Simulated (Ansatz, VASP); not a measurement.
# One calculation of Ta3Br2, two programs

```
Ta Br
1.0
     5.53360    0.00000    0.00000
    -2.76680    4.79223    0.00000
     0.00000    0.00000    4.86042
Ta Br
3 2
Direct
  0.50000 0.00000 0.43526
  0.00000 0.50000 0.43526
  0.50000 0.50000 0.43526
  0.66667 0.33333 0.93561
  0.33333 0.66667 0.93561
```

Alike in both runs: functional PBE; k mesh 6 × 6 × 4; occupations gaussian, width 0.1 eV; no spin polarisation.

Ansatz relaxed the structure, and its values are those at the end. VASP's run is a single point on that final structure, the one shown.

|  | VASP | Ansatz |
| --- | --- | --- |
| version | VASP 6.6.1 | Ansatz 0.2.0 |
| potentials or method | VASP PAW PBE potentials, release 64 (Ta_pv, Br), cutoff 520 eV | scalar-relativistic, plane waves, PAW |
| valence electrons in the cell | 47 | 53 |

```tsv
	VASP	Ansatz	Ansatz less VASP
gap on the k mesh at the Fermi level (eV)	none	none	-
pressure (GPa)	0.1	0.1	-0.03
```

A gap of «none» marks a metal or a gap that the smearing closes. The functional is the same, so the differences come from potentials, cutoffs and numerics. VASP's potentials hold 47 valence electrons a cell and Ansatz's 53, so a difference there can come from the potentials and not from the codes.

Neither program's run includes spin-orbit coupling.
